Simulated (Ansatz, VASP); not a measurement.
**Two plane-wave programs on C**

```
C
1.0
     2.65290    0.00000    0.00000
    -1.32645    2.29748    0.00000
     0.00000    0.00000   12.11840
C
12
Direct
  0.00000 0.00000 0.18686
  0.00000 0.00000 0.68686
  0.00000 0.00000 0.31314
  0.00000 0.00000 0.81314
  0.33333 0.66667 0.52077
  0.66667 0.33333 0.02077
  0.33333 0.66667 0.97923
  0.66667 0.33333 0.47923
  0.33333 0.66667 0.64510
  0.66667 0.33333 0.14510
  0.33333 0.66667 0.85490
  0.66667 0.33333 0.35490
```

Alike in both runs: task single point; functional PBE; k mesh 12 × 12 × 2; occupations gaussian, width 0.05 eV; no spin polarisation.

|  | VASP | Ansatz |
| --- | --- | --- |
| version | VASP 6.6.1 | Ansatz 0.2.0 |
| potentials or method | VASP PAW PBE potentials, release 64 (C), cutoff 520 eV | scalar-relativistic, plane waves, PAW |
| valence electrons in the cell | 48 | 48 |

```tsv
	VASP	Ansatz	Ansatz less VASP
gap on the k mesh at the Fermi level (eV)	3.42	3.43	+0.009
least direct gap on the mesh (eV)	4.34	4.35	+0.006
pressure (GPa)	-25.4	-25.8	-0.39
traceless stress, the component that is largest in VASP (GPa)	52.21	51.90	-0.306
rms of the force components (eV/Å)	0.132	0.121	-0.0110
```

Atom by atom the forces differ by 0.013 eV/Å (rms over components).
